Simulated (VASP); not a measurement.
# MgCd2 (P-62m) in VASP: a series of runs

Runs on MgCd2. Level: LDA. Tasks: single point.

All numbers are computed with VASP 6.6.1; they aren't measurements. Logs are shortened: lines on timing, memory, paths and dates and some standing lists are left out, and cuts for length are marked.

## 1. The cell of the first run

It takes space group P-62m (No. 189, hexagonal). The conventional cell has a = 5.413 Å, b = 5.413 Å, c = 5.008 Å, α = 90.00°, β = 90.00°, γ = 120.00°. Within 4.1 Å of Mg (site symmetry -6) lie 9 Cd at 3.09 to 3.13 Å and 3 Mg at 3.13 Å. Within 4.1 Å of Cd (site symmetry m2m) lie 8 Cd at 3.08 to 3.13 Å and 4 Mg at 3.09 Å. Within 4.1 Å of Cd (site symmetry -62m) lie 6 Cd at 3.08 Å and 6 Mg at 3.13 Å.

## 2. Single point, LDA

INCAR

```
PREC     = Accurate       # precision mode
ENCUT    = 520            # plane-wave cutoff, eV
EDIFF    = 1E-7           # SCF threshold, eV
ISMEAR   = -1             # smearing method
SIGMA    = 0.15           # smearing width, eV
LREAL    = F              # projectors in reciprocal space
LASPH    = T              # aspherical terms in the spheres
NELM     = 100            # most SCF steps
ALGO     = Normal         # electronic algorithm
ISIF     = 2              # what is computed and relaxed
LWAVE    = F              # write WAVECAR
LCHARG   = F              # write CHGCAR
NBANDS   = 35             # bands
```

KPOINTS

```
regular mesh
0
Gamma
  6 6 5
```

POSCAR

```
MgCd2
1.0
    5.4131700000      0.0000000000      0.0000000000
   -2.7065800000      4.6879400000      0.0000000000
    0.0000000000      0.0000000000      5.0079100000
Mg Cd
2 4
Direct
    0.3333333333      0.6666666667      0.5000000000
    0.6666666667      0.3333333333      0.5000000000
    0.6685100000      0.6685100000      0.0000000000
    0.0000000000      0.0000000000      0.5000000000
    0.0000000000      0.3314900000      0.0000000000
    0.3314900000      0.0000000000      0.0000000000
```

Potentials or basis: VASP PAW LDA potentials, release 64 (Mg, Cd).

Started as:

```
$ cat potpaw_LDA.64/Mg/POTCAR potpaw_LDA.64/Cd/POTCAR > POTCAR
$ mpirun -np 1 vasp_std > vasp.out
```

OUTCAR:

```text
PREC = Accurate
   ENCUT = 520
   EDIFF = 1E-7
   ISMEAR = -1
   LREAL = F
   LASPH = T
   NELM = 100
   ISIF = 2

 ion  position               nearest neighbor table
   1  0.333  0.667  0.500-   6 3.09   6 3.09   3 3.09   3 3.09   5 3.09   5 3.09   4 3.13   2 3.13
                             2 3.13   4 3.13   2 3.13   4 3.13
   2  0.667  0.333  0.500-   3 3.09   3 3.09   5 3.09   5 3.09   6 3.09   6 3.09   4 3.13   1 3.13
                             1 3.13   4 3.13   1 3.13   4 3.13
   3  0.669  0.669  0.000-   4 3.08   4 3.08   2 3.09   2 3.09   1 3.09   1 3.09   5 3.11   6 3.11
                             5 3.13   6 3.13   6 3.13   5 3.13
   4  0.000  0.000  0.500-   5 3.08   5 3.08   6 3.08   6 3.08   3 3.08   3 3.08   1 3.13   2 3.13
                             1 3.13   2 3.13   2 3.13   1 3.13
   5  0.000  0.331  0.000-   4 3.08   4 3.08   2 3.09   2 3.09   1 3.09   1 3.09   6 3.11   3 3.11
                             3 3.13   6 3.13   6 3.13   3 3.13
   6  0.331  0.000  0.000-   4 3.08   4 3.08   1 3.09   1 3.09   2 3.09   2 3.09   5 3.11   3 3.11
                             3 3.13   5 3.13   3 3.13   5 3.13

  LATTYP: Found a hexagonal cell.
 ALAT       =     5.4131700000
 C/A-ratio  =     0.9251344406

  Lattice vectors:

 A1 = (   5.4131700000,   0.0000000000,   0.0000000000)
 A2 = (  -2.7065800000,   4.6879400000,   0.0000000000)
 A3 = (   0.0000000000,   0.0000000000,   5.0079100000)

Analysis of symmetry for initial positions (statically):
=====================================================================
 Subroutine PRICEL returns:
 Original cell was already a primitive cell.

 Routine SETGRP: Setting up the symmetry group for a
 hexagonal supercell.

 Subroutine GETGRP returns: Found 12 space group operations
 (whereof 12 operations were pure point group operations)
 out of a pool of 24 trial point group operations.

The static configuration has the point symmetry D_3h.

Analysis of symmetry for dynamics (positions and initial velocities):
=====================================================================
 Subroutine PRICEL returns:
 Original cell was already a primitive cell.

 Routine SETGRP: Setting up the symmetry group for a
 hexagonal supercell.

 Subroutine GETGRP returns: Found 12 space group operations
 (whereof 12 operations were pure point group operations)
 out of a pool of 24 trial point group operations.

The dynamic configuration has the point symmetry D_3h.

 Subroutine INISYM returns: Found 12 space group operations
 (whereof 12 operations are pure point group operations),
 and found     1 'primitive' translations

----------------------------------------------------------------------------------------

                                     Primitive cell

  volume of cell :     127.0838

  direct lattice vectors                    reciprocal lattice vectors
     5.413170000  0.000000000  0.000000000     0.184734638  0.106656458  0.000000000
    -2.706580000  4.687940000  0.000000000     0.000000000  0.213313310  0.000000000
     0.000000000  0.000000000  5.007910000     0.000000000  0.000000000  0.199684100

  length of vectors
     5.413170000  5.413165131  5.007910000     0.213313118  0.213313310  0.199684100

  position of ions in fractional coordinates (direct lattice)
     0.333333333  0.666666667  0.500000000
     0.666666667  0.333333333  0.500000000
     0.668510000  0.668510000  0.000000000
     0.000000000  0.000000000  0.500000000
     0.000000000  0.331490000  0.000000000
     0.331490000  0.000000000  0.000000000

  ion indices of the primitive-cell ions
   primitive index   ion index
                 1           1
                 2           2
                 3           3
                 4           4
                 5           5
                 6           6

----------------------------------------------------------------------------------------

 KPOINTS: regular mesh

Automatic generation of k-mesh.
 Grid dimensions read from file:
 generate k-points for:    6    6    5

 Generating k-lattice:

  Cartesian coordinates                     Fractional coordinates (reciprocal lattice)
     0.030789106  0.017776076  0.000000000     0.166666667 -0.000000000  0.000000000
     0.000000000  0.035552218  0.000000000     0.000000000  0.166666667  0.000000000
     0.000000000  0.000000000  0.039936820     0.000000000  0.000000000  0.200000000

  Length of vectors
     0.035552186  0.035552218  0.039936820

  Shift w.r.t. Gamma in fractional coordinates (k-lattice)
     0.000000000  0.000000000  0.000000000

 Subroutine IBZKPT returns following result:
 ===========================================

 Found     21 irreducible k-points:

 Following reciprocal coordinates:
            Coordinates               Weight
  0.000000  0.000000  0.000000      1.000000
  0.166667 -0.000000  0.000000      6.000000
  0.333333  0.000000  0.000000      6.000000
  0.500000  0.000000  0.000000      3.000000
  0.166667  0.166667  0.000000      6.000000
  0.333333  0.166667  0.000000     12.000000
[... 13 lines left out ...]
  0.333333  0.166667  0.400000     24.000000
  0.333333  0.333333  0.400000      4.000000
   k-points           NKPTS =     21   k-points in BZ     NKDIM =     21   number of bands    NBANDS=     35
   number of dos      NEDOS =    301   number of ions     NIONS =      6
   total plane-waves  NPLWV =  64000
   dimension x,y,z NGX =    40 NGY =   40 NGZ =   40
   dimension x,y,z NGXF=    80 NGYF=   80 NGZF=   80
   ions per type =               2   4
   NGX,Y,Z   is equivalent  to a cutoff of  12.28, 12.28, 13.28 a.u.
   NGXF,Y,Z  is equivalent  to a cutoff of  24.57, 24.57, 26.56 a.u.
 SYSTEM =  unknown system
   PREC   = accura    normal or accurate (medium, high low for compatibility)
   ISTART =      0    job   : 0-new  1-cont  2-samecut
   ICHARG =      2    charge: 1-file 2-atom 10-const
   ISPIN  =      1    spin polarized calculation?
   LNONCOLLINEAR =      F non collinear calculations
   LSORBIT =      F    spin-orbit coupling
   LASPH  =      T    aspherical Exc in radial PAW
   ENCUT  =  520.0 eV  38.22 Ry    6.18 a.u.  10.06 10.06  9.31*2*pi/ulx,y,z
   NELM   =    100;   NELMIN=  2; NELMDL= -5     # of ELM steps
   EDIFF  = 0.1E-06   stopping-criterion for ELM
   LREAL  =      F    real-space projection
   EDIFFG = 0.1E-05   stopping-criterion for IOM
   NSW    =      0    number of steps for IOM
   IBRION =     -1    ionic relax: 0-MD 1-quasi-New 2-CG
   NFREE  =      0    steps in history (QN), initial steepest desc. (CG)
   ISIF   =      2    stress and relaxation
   ISYM   =      2    0-nonsym 1-usesym 2-fastsym
   POTIM  = 0.5000    time-step for ionic-motion
   TEBEG  =    0.0;   TEEND  =   0.0 temperature during run
   PSTRESS=    0.0 pullay stress
   NELECT =      52.0000    total number of electrons
   NUPDOWN=      -1.0000    fix difference up-down
   EMIN   =  10.00;   EMAX   =-10.00  energy-range for DOS
   EFERMI =   0.00;   METHOD = LEGACY
   ISMEAR =    -1;   SIGMA  =   0.15  broadening in eV -4-tet -1-fermi 0-gaus
   EFERMI_NEDOS =   21; number of points for ismear=-14 and -15
   IALGO  =     38    algorithm
   IMIX   =      4    mixing-type and parameters
     AMIX     =   0.40;   BMIX     =  1.00
     AMIX_MAG =   1.60;   BMIX_MAG =  1.00
  volume/ion in A,a.u.               =      21.18       142.93
  Fermi-wavevector in a.u.,A,eV,Ry     =   1.215381  2.296738 20.097868  1.477152
  Thomas-Fermi vector in A             =   2.350770
   LORBIT       =      0    0 simple, 1 ext, 2 COOP (PROOUT), +10 PAW based schemes
   GGA     = CA    functional components
   LHFCALC =     F    Hartree Fock is set to
   AEXX    =    0.0000 exact exchange contribution
   IVDW    =     0    specifies the selected vdW correction
   LEPSILON=     F    determine dielectric tensor
   LRPA    =     F    only Hartree local field effects (RPA)
 non-spin polarized calculation
  energy-cutoff  :      520.00
  volume of cell :      127.08
 maximum number of plane-waves:      3444
   NGX = 21   NGY = 21   NGZ = 19

 number of electron      52.0000009 magnetization

 Free energy of the ion-electron system (eV)
  ---------------------------------------------------
  ext. energy  EPLUGINS =         0.00000000
  ---------------------------------------------------
  free energy    TOTEN  =       -10.39483537 eV

  energy without entropy =      -10.24965784  energy(sigma->0) =      -10.32224660

 E-fermi :   2.9277     XC(G=0): -10.6348

 val. band max:        2.9238582873   @ k =   0.3333   0.1667   0.0000
 cond. band min:       2.9458016691   @ k =   0.1667   0.1667   0.0000
 fundamental gap:      0.0219433818
 Fermi energy:         2.9277384340

 k-point     1 :       0.0000    0.0000    0.0000
  band No.  band energies     occupation
      1      -6.6209      2.00000
      2      -6.4659      2.00000
      3      -6.4659      2.00000
      4      -6.3357      2.00000
      5      -6.2551      2.00000
      6      -6.2551      2.00000
[... 27 lines left out ...]
     34       8.3780      0.00000
     35       8.3780      0.00000

 k-point     2 :       0.1667   -0.0000    0.0000
  band No.  band energies     occupation
      1      -6.5889      2.00000
      2      -6.4829      2.00000
      3      -6.4470      2.00000
      4      -6.4109      2.00000
      5      -6.3055      2.00000
      6      -6.2576      2.00000
[... 27 lines left out ...]
     34       7.8400      0.00000
     35       8.3772      0.00000

 k-point     3 :       0.3333    0.0000    0.0000
  band No.  band energies     occupation
      1      -6.6644      2.00000
      2      -6.5046      2.00000
      3      -6.4548      2.00000
      4      -6.3800      2.00000
      5      -6.3478      2.00000
      6      -6.2905      2.00000
[... 27 lines left out ...]
     34       7.6684      0.00000
     35       8.0544      0.00000

 k-point     4 :       0.5000    0.0000    0.0000
  band No.  band energies     occupation
      1      -6.7434      2.00000
      2      -6.5121      2.00000
      3      -6.4402      2.00000
      4      -6.3536      2.00000
      5      -6.2950      2.00000
      6      -6.2797      2.00000
[... 27 lines left out ...]
     34       7.9307      0.00000
     35       7.9907      0.00000

 k-point     5 :       0.1667    0.1667    0.0000
  band No.  band energies     occupation
      1      -6.6094      2.00000
      2      -6.4890      2.00000
      3      -6.4537      2.00000
      4      -6.4423      2.00000
      5      -6.4160      2.00000
      6      -6.2335      2.00000
[... 524 lines left out ...]
 k-point    19 :       0.1667    0.1667    0.4000
  band No.  band energies     occupation
      1      -6.5978      2.00000
      2      -6.4609      2.00000
      3      -6.4366      2.00000
      4      -6.4184      2.00000
      5      -6.4149      2.00000
      6      -6.3036      2.00000
[... 27 lines left out ...]
     34       8.5664      0.00000
     35       8.6763      0.00000

 k-point    20 :       0.3333    0.1667    0.4000
  band No.  band energies     occupation
      1      -6.6416      2.00000
      2      -6.5754      2.00000
      3      -6.4908      2.00000
      4      -6.4516      2.00000
      5      -6.4088      2.00000
      6      -6.3123      2.00000
[... 27 lines left out ...]
     34       9.6219      0.00000
     35       9.7516      0.00000

 k-point    21 :       0.3333    0.3333    0.4000
  band No.  band energies     occupation
      1      -6.6181      2.00000
      2      -6.5688      2.00000
      3      -6.5688      2.00000
      4      -6.5170      2.00000
      5      -6.3873      2.00000
      6      -6.3873      2.00000
[... 27 lines left out ...]
     34       9.5913      0.00000
     35       9.8196      0.00000

------------------------ aborting loop because EDIFF is reached ----------------------------------------

  FORCE on cell =-STRESS in cart. coord.  units (eV):
  Direction    XX          YY          ZZ          XY          YZ          ZX
  --------------------------------------------------------------------------------------
  -------------------------------------------------------------------------------------
  Total       -2.9976401     -2.9976366     -3.0843322     -0.0000032      0.0000000      0.0000000
  in kB      -37.7919973    -37.7919532    -38.8849465     -0.0000403      0.0000000      0.0000000
  external PRESSURE =     -38.1562990 kB  Pullay stress =       0.0000000 kB

 VOLUME and BASIS-vectors are now :
 -----------------------------------------------------------------------------
  energy-cutoff  :      520.00
  volume of cell :      127.08
      direct lattice vectors                 reciprocal lattice vectors
     5.413170000  0.000000000  0.000000000     0.184734638  0.106656458  0.000000000
    -2.706580000  4.687940000  0.000000000     0.000000000  0.213313310  0.000000000
     0.000000000  0.000000000  5.007910000     0.000000000  0.000000000  0.199684100

 POSITION                                       TOTAL-FORCE (eV/Angst)
 -----------------------------------------------------------------------------------
      0.00000      3.12529      2.50395        -0.000000      0.000000     -0.000000
      2.70659      1.56265      2.50395         0.000000     -0.000000     -0.000000
      1.80938      3.13393      0.00000        -0.000316     -0.000548      0.000000
      0.00000      0.00000      2.50395         0.000000      0.000000     -0.000000
     -0.89720      1.55401      0.00000        -0.000316      0.000548     -0.000000
      1.79441      0.00000      0.00000         0.000633      0.000000     -0.000000
 -----------------------------------------------------------------------------------
    total drift:                               -0.000010      0.000018      0.000000

  FREE ENERGIE OF THE ION-ELECTRON SYSTEM (eV)
  ---------------------------------------------------
  free  energy   TOTEN  =       -10.3948353669 eV

  energy  without entropy=      -10.2496578399  energy(sigma->0) =      -10.32224660
```

Wall time 81 s (1 thread of AMD EPYC 7R43 (Zen 3), shared host); peak memory 0.2 GiB.

What came out:

```
Free energy            : -10.3948 eV
Pressure               : -3.8 GPa
Band gap on the k mesh : zero (band 26 reaches 3.55 eV, above the bottom of band 27 at 2.45 eV)
```

Stress tensor (GPa, compression positive):
```
-3.78  0.00  0.00
 0.00 -3.78  0.00
 0.00  0.00 -3.89
```

## 3. Single point, LDA

INCAR

```
SYSTEM = MgCd2
  ALGO = Normal
  EDIFF = 1E-6
  ENCUT = 520
  ISIF = 2
  ISMEAR = -1
  LASPH = .True.
  LCHARG = .False.
  LREAL = .False.
  LWAVE = .False.
  NBANDS = 35
  NELM = 60
  PREC = Accurate
  SIGMA = 0.15
```

KPOINTS

```
k-points
0
Gamma
  6 6 5
  0 0 0
```

POSCAR is that of step 2.

Potentials or basis: VASP PAW LDA potentials, release 64 (Mg, Cd).

Started as:

```
$ cat potpaw_LDA.64/Mg/POTCAR potpaw_LDA.64/Cd/POTCAR > POTCAR
$ mpirun -np 1 vasp_std > vasp.out
```

Run time: 68 s. Hardware: 1 thread of AMD EPYC 7R43 (Zen 3), shared host; peak memory 0.2 GiB.

It converged, with:

```
Free energy            : -10.3948 eV
Pressure               : -3.8 GPa
Band gap on the k mesh : zero (band 26 reaches 3.55 eV, above the bottom of band 27 at 2.45 eV)
```

Stress tensor (GPa, compression positive):
```
-3.79  0.00  0.00
 0.00 -3.79  0.00
 0.00  0.00 -3.90
```

Levels at points of the mesh, in eV from the Fermi level:
```tsv
k point	band 23	band 24	band 25	band 26	band 27	band 28	band 29	band 30
(0.00, 0.00, 0.00)	-1.63	-1.30	-1.30	-0.48	-0.48	-0.40	-0.28	4.31
(0.50, 0.00, 0.00)	-2.80	-2.60	-0.22	0.25	0.25	0.32	2.81	3.11
```
